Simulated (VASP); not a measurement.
# AlGa3N4 (P-43m) in VASP: further runs

AlGa3N4 is run at these levels: PBEsol; tasks: single point.

Everything below comes from runs of VASP 6.6.1. Logs are shortened: lines on timing, memory, paths and dates and some standing lists are left out, and cuts for length are marked.

**1. The cell of the first run**

The structure is cubic, space group P-43m (No. 215). Conventional cell: a = 4.281 Å, b = 4.281 Å, c = 4.281 Å, α = 90.00°, β = 90.00°, γ = 90.00°. Al (site symmetry -43m) has 4 N at 1.81 Å within 2.4 Å. Within 2.5 Å of Ga (site symmetry -42m) lie 4 N at 1.87 Å. N (site symmetry 3m) has 1 Al at 1.81 Å and 3 Ga at 1.87 Å within 2.4 Å.

**2. Single point, PBEsol (9.81 Å³/atom)**

The input, INCAR:

```
SYSTEM = AlGa3N4
PREC = Accurate ; ENCUT = 520
EDIFF = 1E-6 ; ISMEAR = 0
SIGMA = 0.02 ; LREAL = .False.
LASPH = .True. ; NELM = 100
ALGO = Normal ; ISIF = 2
LWAVE = .False. ; LCHARG = .True.
GGA = PS ; LELF = .True.
LVHAR = .True. ; NBANDS = 41
```

The input, KPOINTS:

```
regular mesh
0
Gamma
  6 6 6
  0 0 0
```

The input, POSCAR:

```
AlGa3N4
1.0
    4.2812562205      0.0000000000      0.0000000000
    0.0000000000      4.2812562205      0.0000000000
    0.0000000000      0.0000000000      4.2812562205
Al Ga N
1 3 4
Direct
    0.0000000000      0.0000000000      0.0000000000
    0.5000000000      0.5000000000      0.0000000000
    0.5000000000      0.0000000000      0.5000000000
    0.0000000000      0.5000000000      0.5000000000
    0.7552744507      0.7552744507      0.2447255493
    0.7552744507      0.2447255493      0.7552744507
    0.2447255493      0.7552744507      0.7552744507
    0.2447255493      0.2447255493      0.2447255493
```

Potentials or basis: VASP PAW PBE potentials, release 64 (Al, Ga_d, N).

On the command line:

```console
cat potpaw_PBE.64/Al/POTCAR potpaw_PBE.64/Ga_d/POTCAR potpaw_PBE.64/N/POTCAR > POTCAR
mpirun -np 1 vasp_std > vasp.out
```

OUTCAR:

```text
SYSTEM = AlGa3N4
   PREC = Accurate
   ENCUT = 520
   EDIFF = 1E-6
   ISMEAR = 0
   LREAL = .False.
   LASPH = .True.
   NELM = 100
   ISIF = 2
   GGA = PS

 ion  position               nearest neighbor table
   1  0.000  0.000  0.000-   5 1.81   6 1.81   7 1.81   8 1.81   3 3.03   4 3.03   2 3.03   3 3.03
                             4 3.03   2 3.03   4 3.03   4 3.03   2 3.03   3 3.03   3 3.03   2 3.03
   2  0.500  0.500  0.000-   5 1.87   6 1.87   7 1.87   8 1.87   1 3.03   1 3.03   1 3.03   1 3.03

   3  0.500  0.000  0.500-   5 1.87   6 1.87   7 1.87   8 1.87   1 3.03   1 3.03   1 3.03   1 3.03

   4  0.000  0.500  0.500-   5 1.87   6 1.87   7 1.87   8 1.87   1 3.03   1 3.03   1 3.03   1 3.03

   5  0.755  0.755  0.245-   1 1.81   2 1.87   3 1.87   4 1.87
   6  0.755  0.245  0.755-   1 1.81   2 1.87   3 1.87   4 1.87
   7  0.245  0.755  0.755-   1 1.81   2 1.87   3 1.87   4 1.87
   8  0.245  0.245  0.245-   1 1.81   2 1.87   3 1.87   4 1.87

  LATTYP: Found a simple cubic cell.
 ALAT       =     4.2812562205

  Lattice vectors:

 A1 = (   4.2812562205,   0.0000000000,   0.0000000000)
 A2 = (   0.0000000000,   4.2812562205,   0.0000000000)
 A3 = (   0.0000000000,   0.0000000000,   4.2812562205)

Analysis of symmetry for initial positions (statically):
=====================================================================
 Subroutine PRICEL returns:
 Original cell was already a primitive cell.

 Routine SETGRP: Setting up the symmetry group for a
 simple cubic supercell.

 Subroutine GETGRP returns: Found 24 space group operations
 (whereof 24 operations were pure point group operations)
 out of a pool of 48 trial point group operations.

The static configuration has the point symmetry T_d .

Analysis of symmetry for dynamics (positions and initial velocities):
=====================================================================
 Subroutine PRICEL returns:
 Original cell was already a primitive cell.

 Routine SETGRP: Setting up the symmetry group for a
 simple cubic supercell.

 Subroutine GETGRP returns: Found 24 space group operations
 (whereof 24 operations were pure point group operations)
 out of a pool of 48 trial point group operations.

The dynamic configuration has the point symmetry T_d .

 Subroutine INISYM returns: Found 24 space group operations
 (whereof 24 operations are pure point group operations),
 and found     1 'primitive' translations

----------------------------------------------------------------------------------------

                                     Primitive cell

  volume of cell :      78.4718

  direct lattice vectors                    reciprocal lattice vectors
     4.281256221  0.000000000  0.000000000     0.233576303  0.000000000  0.000000000
     0.000000000  4.281256221  0.000000000     0.000000000  0.233576303  0.000000000
     0.000000000  0.000000000  4.281256221     0.000000000  0.000000000  0.233576303

  length of vectors
     4.281256221  4.281256221  4.281256221     0.233576303  0.233576303  0.233576303

  position of ions in fractional coordinates (direct lattice)
     0.000000000  0.000000000  0.000000000
     0.500000000  0.500000000  0.000000000
     0.500000000  0.000000000  0.500000000
     0.000000000  0.500000000  0.500000000
     0.755274451  0.755274451  0.244725549
     0.755274451  0.244725549  0.755274451
     0.244725549  0.755274451  0.755274451
     0.244725549  0.244725549  0.244725549

  ion indices of the primitive-cell ions
   primitive index   ion index
                 1           1
                 2           2
                 3           3
                 4           4
                 5           5
                 6           6
                 7           7
                 8           8

----------------------------------------------------------------------------------------

 KPOINTS: regular mesh

Automatic generation of k-mesh.
 Grid dimensions read from file:
 generate k-points for:    6    6    6

 Generating k-lattice:

  Cartesian coordinates                     Fractional coordinates (reciprocal lattice)
     0.038929384  0.000000000  0.000000000     0.166666667  0.000000000  0.000000000
     0.000000000  0.038929384  0.000000000     0.000000000  0.166666667  0.000000000
     0.000000000  0.000000000  0.038929384     0.000000000  0.000000000  0.166666667

  Length of vectors
     0.038929384  0.038929384  0.038929384

  Shift w.r.t. Gamma in fractional coordinates (k-lattice)
     0.000000000  0.000000000  0.000000000

 Subroutine IBZKPT returns following result:
 ===========================================

 Found     20 irreducible k-points:

 Following reciprocal coordinates:
            Coordinates               Weight
  0.000000  0.000000  0.000000      1.000000
  0.166667  0.000000  0.000000      6.000000
  0.333333  0.000000  0.000000      6.000000
  0.500000  0.000000  0.000000      3.000000
  0.166667  0.166667  0.000000     12.000000
  0.333333  0.166667  0.000000     24.000000
[... 12 lines left out ...]
  0.500000  0.500000  0.333333      6.000000
  0.500000  0.500000  0.500000      1.000000
   k-points           NKPTS =     20   k-points in BZ     NKDIM =     20   number of bands    NBANDS=     41
   number of dos      NEDOS =    301   number of ions     NIONS =      8
   total plane-waves  NPLWV =  32768
   dimension x,y,z NGX =    32 NGY =   32 NGZ =   32
   dimension x,y,z NGXF=    64 NGYF=   64 NGZF=   64
   ions per type =               1   3   4
   NGX,Y,Z   is equivalent  to a cutoff of  12.43, 12.43, 12.43 a.u.
   NGXF,Y,Z  is equivalent  to a cutoff of  24.85, 24.85, 24.85 a.u.
 SYSTEM =  AlGa3N4
   PREC   = accura    normal or accurate (medium, high low for compatibility)
   ISTART =      0    job   : 0-new  1-cont  2-samecut
   ICHARG =      2    charge: 1-file 2-atom 10-const
   ISPIN  =      1    spin polarized calculation?
   LNONCOLLINEAR =      F non collinear calculations
   LSORBIT =      F    spin-orbit coupling
   LASPH  =      T    aspherical Exc in radial PAW
   ENCUT  =  520.0 eV  38.22 Ry    6.18 a.u.   7.96  7.96  7.96*2*pi/ulx,y,z
   NELM   =    100;   NELMIN=  2; NELMDL= -5     # of ELM steps
   EDIFF  = 0.1E-05   stopping-criterion for ELM
   LREAL  =      F    real-space projection
   EDIFFG = 0.1E-04   stopping-criterion for IOM
   NSW    =      0    number of steps for IOM
   IBRION =     -1    ionic relax: 0-MD 1-quasi-New 2-CG
   NFREE  =      0    steps in history (QN), initial steepest desc. (CG)
   ISIF   =      2    stress and relaxation
   ISYM   =      2    0-nonsym 1-usesym 2-fastsym
   POTIM  = 0.5000    time-step for ionic-motion
   TEBEG  =    0.0;   TEEND  =   0.0 temperature during run
   PSTRESS=    0.0 pullay stress
   NELECT =      62.0000    total number of electrons
   NUPDOWN=      -1.0000    fix difference up-down
   EMIN   =  10.00;   EMAX   =-10.00  energy-range for DOS
   EFERMI =   0.00;   METHOD = LEGACY
   ISMEAR =     0;   SIGMA  =   0.02  broadening in eV -4-tet -1-fermi 0-gaus
   EFERMI_NEDOS =   21; number of points for ismear=-14 and -15
   IALGO  =     38    algorithm
   IMIX   =      4    mixing-type and parameters
     AMIX     =   0.40;   BMIX     =  1.00
     AMIX_MAG =   1.60;   BMIX_MAG =  1.00
  volume/ion in A,a.u.               =       9.81        66.19
  Fermi-wavevector in a.u.,A,eV,Ry     =   1.513448  2.860002 31.164483  2.290525
  Thomas-Fermi vector in A             =   2.623238
   LORBIT       =      0    0 simple, 1 ext, 2 COOP (PROOUT), +10 PAW based schemes
   GGA     = PS    functional components
   LHFCALC =     F    Hartree Fock is set to
   AEXX    =    0.0000 exact exchange contribution
   IVDW    =     0    specifies the selected vdW correction
   LEPSILON=     F    determine dielectric tensor
   LRPA    =     F    only Hartree local field effects (RPA)
 non-spin polarized calculation
 Gauss-broadening in eV      SIGMA  =   0.02
  energy-cutoff  :      520.00
  volume of cell :       78.47
 maximum number of plane-waves:      2176
 NGX is ok and might be reduce to    32
   NGX = 15   NGY = 15   NGZ = 15

 number of electron      62.0000007 magnetization

 Free energy of the ion-electron system (eV)
  ---------------------------------------------------
  ext. energy  EPLUGINS =         0.00000000
  ---------------------------------------------------
  free energy    TOTEN  =       -54.01540088 eV

  energy without entropy =      -54.01540088  energy(sigma->0) =      -54.01540088

 E-fermi :   6.8447     XC(G=0): -12.4169

 val. band max:        6.7404642728   @ k =   0.0000   0.0000   0.0000
 cond. band min:       9.9550708876   @ k =   0.0000   0.0000   0.0000
 fundamental gap:      3.2146066148
 Fermi energy:         6.8447061064

 k-point     1 :       0.0000    0.0000    0.0000
  band No.  band energies     occupation
      1     -10.0247      2.00000
      2      -8.1802      2.00000
      3      -8.1802      2.00000
      4      -8.1802      2.00000
      5      -6.5031      2.00000
      6      -6.4405      2.00000
[... 33 lines left out ...]
     40      18.4449      0.00000
     41      18.4451      0.00000

 k-point     2 :       0.1667    0.0000    0.0000
  band No.  band energies     occupation
      1      -9.8862      2.00000
      2      -8.2542      2.00000
      3      -8.1833      2.00000
      4      -8.1833      2.00000
      5      -6.4906      2.00000
      6      -6.4357      2.00000
[... 33 lines left out ...]
     40      18.6883      0.00000
     41      18.6885      0.00000

 k-point     3 :       0.3333    0.0000    0.0000
  band No.  band energies     occupation
      1      -9.5020      2.00000
      2      -8.5126      2.00000
      3      -8.1897      2.00000
      4      -8.1897      2.00000
      5      -6.4613      2.00000
      6      -6.4131      2.00000
[... 699 lines left out ...]
      2      -8.4679      2.00000
      3      -8.4679      2.00000
      4      -8.4510      2.00000
      5      -6.4462      2.00000
      6      -6.4462      2.00000
[... 33 lines left out ...]
     40      17.5806      0.00000
     41      17.8428      0.00000

 k-point    20 :       0.5000    0.5000    0.5000
  band No.  band energies     occupation
      1      -8.6410      2.00000
      2      -8.4577      2.00000
      3      -8.4577      2.00000
      4      -8.4577      2.00000
      5      -6.4512      2.00000
      6      -6.4512      2.00000
[... 33 lines left out ...]
     40      17.2269      0.00000
     41      17.2269      0.00000

------------------------ aborting loop because EDIFF is reached ----------------------------------------

  FORCE on cell =-STRESS in cart. coord.  units (eV):
  Direction    XX          YY          ZZ          XY          YZ          ZX
  --------------------------------------------------------------------------------------
  -------------------------------------------------------------------------------------
  Total       15.6291182     15.6291182     15.6291182      0.0000000      0.0000000     -0.0000000
  in kB      319.1033766    319.1033766    319.1033766      0.0000000      0.0000000     -0.0000000
  external PRESSURE =     319.1033766 kB  Pullay stress =       0.0000000 kB

 VOLUME and BASIS-vectors are now :
 -----------------------------------------------------------------------------
  energy-cutoff  :      520.00
  volume of cell :       78.47
      direct lattice vectors                 reciprocal lattice vectors
     4.281256221  0.000000000  0.000000000     0.233576303  0.000000000  0.000000000
     0.000000000  4.281256221  0.000000000     0.000000000  0.233576303  0.000000000
     0.000000000  0.000000000  4.281256221     0.000000000  0.000000000  0.233576303

 POSITION                                       TOTAL-FORCE (eV/Angst)
 -----------------------------------------------------------------------------------
      0.00000      0.00000      0.00000        -0.000000     -0.000000     -0.000000
      2.14063      2.14063      0.00000        -0.000000     -0.000000     -0.000000
      2.14063      0.00000      2.14063        -0.000000     -0.000000     -0.000000
      0.00000      2.14063      2.14063        -0.000000     -0.000000     -0.000000
      3.23352      3.23352      1.04773        -0.020092     -0.020092      0.020092
      3.23352      1.04773      3.23352        -0.020092      0.020092     -0.020092
      1.04773      3.23352      3.23352         0.020092     -0.020092     -0.020092
      1.04773      1.04773      1.04773         0.020092      0.020092      0.020092
 -----------------------------------------------------------------------------------
    total drift:                                0.000000      0.000000     -0.000000

  FREE ENERGIE OF THE ION-ELECTRON SYSTEM (eV)
  ---------------------------------------------------
  free  energy   TOTEN  =       -54.0154008756 eV

  energy  without entropy=      -54.0154008756  energy(sigma->0) =      -54.01540088
```

It took 38 s on 1 thread of Intel Xeon 6975P-C (Granite Rapids), shared host; peak memory 0.2 GiB.

What came out:

| Quantity | Value |
| --- | --- |
| Free energy | -54.0154 eV |
| Pressure | 31.9 GPa |
| Largest force | 0.035 eV/Å |
| Band gap on the k mesh | 3.21 eV |

Forces in eV/Å, atoms in the order of the input:
```
Al   0.000  0.000  0.000
Ga   0.000  0.000  0.000
Ga   0.000  0.000  0.000
Ga   0.000  0.000  0.000
N   -0.020 -0.020  0.020
N   -0.020  0.020 -0.020
N    0.020 -0.020 -0.020
N    0.020  0.020  0.020
```

Caveat: the cell stands under pressure; the PAW data sets were made with another functional, which shifts forces and pressure a little. A k mesh can miss the band edges.

**3. Single point, PBEsol (10.14 Å³/atom)**

This run uses another cell than the first one, of 10.14 Å³/atom.

The input, INCAR:

```
SYSTEM = AlGa3N4
ALGO     = Normal         ! electronic algorithm
EDIFF    = 1E-6           ! SCF threshold, eV
ENCUT    = 520            ! plane-wave cutoff, eV
GGA      = PS             ! functional
ISIF     = 2              ! what is computed and relaxed
ISMEAR   = 0              ! smearing method
LASPH    = .TRUE.         ! aspherical terms in the spheres
LCHARG   = .TRUE.         ! write CHGCAR
LELF     = .TRUE.         ! ELF
LREAL    = .FALSE.        ! projectors in reciprocal space
LVHAR    = .TRUE.       
LWAVE    = .FALSE.        ! write WAVECAR
NBANDS   = 41             ! bands
NELM     = 100            ! most SCF steps
PREC     = Accurate       ! precision mode
SIGMA    = 0.02           ! smearing width, eV
```

The input, KPOINTS:

```
k-points
0
G
  6 6 6
  0 0 0
```

The input, POSCAR:

```
AlGa3N4
1.0
    4.3293642497      0.0000000000      0.0000000000
    0.0000000000      4.3293642497      0.0000000000
    0.0000000000      0.0000000000      4.3293642497
Al Ga N
1 3 4
Direct
    0.0000000000      0.0000000000      0.0000000000
    0.5000000000      0.5000000000      0.0000000000
    0.5000000000      0.0000000000      0.5000000000
    0.0000000000      0.5000000000      0.5000000000
    0.7551302381      0.7551302381      0.2448697619
    0.7551302381      0.2448697619      0.7551302381
    0.2448697619      0.7551302381      0.7551302381
    0.2448697619      0.2448697619      0.2448697619
```

Potentials or basis: VASP PAW PBE potentials, release 64 (Al, Ga_d, N).

On the command line:

```console
cat potpaw_PBE.64/Al/POTCAR potpaw_PBE.64/Ga_d/POTCAR potpaw_PBE.64/N/POTCAR > POTCAR
mpirun -np 1 vasp_std > vasp.out
```

Wall time 40 s (1 thread of Intel Xeon 6975P-C (Granite Rapids), shared host); peak memory 0.2 GiB.

The run converged. Its results:

```yaml
Free_energy: -54.4633 eV
Pressure: 21.9 GPa
Largest_force: 0.013 eV/Å
Band_gap_on_the_k_mesh: 2.97 eV
```

Forces on the atoms (eV/Å):
```
Al   0.000  0.000  0.000
Ga   0.000  0.000  0.000
Ga   0.000  0.000  0.000
Ga   0.000  0.000  0.000
N   -0.008 -0.008  0.008
N   -0.008  0.008 -0.008
N    0.008 -0.008 -0.008
N    0.008  0.008  0.008
```

Levels at points of the mesh, in eV from the valence-band top:
```
           k point  band 28  band 29  band 30  band 31  band 32  band 33  band 34  band 35
(0.00, 0.00, 0.00)    -2.75     0.00     0.00     0.00     2.97     3.39     3.39     3.39
(0.50, 0.00, 0.00)    -1.66    -1.66    -1.31    -1.31     5.23     5.33     6.35     6.35
(0.50, 0.50, 0.00)    -1.11    -1.03    -1.03    -0.68     7.30     7.54     7.63     7.63
(0.50, 0.50, 0.50)    -0.84    -0.74    -0.74    -0.74     5.65     5.65     5.65     6.85
```

Caveat: the cell stands under pressure; the PAW data sets were made with another functional, which shifts forces and pressure a little.
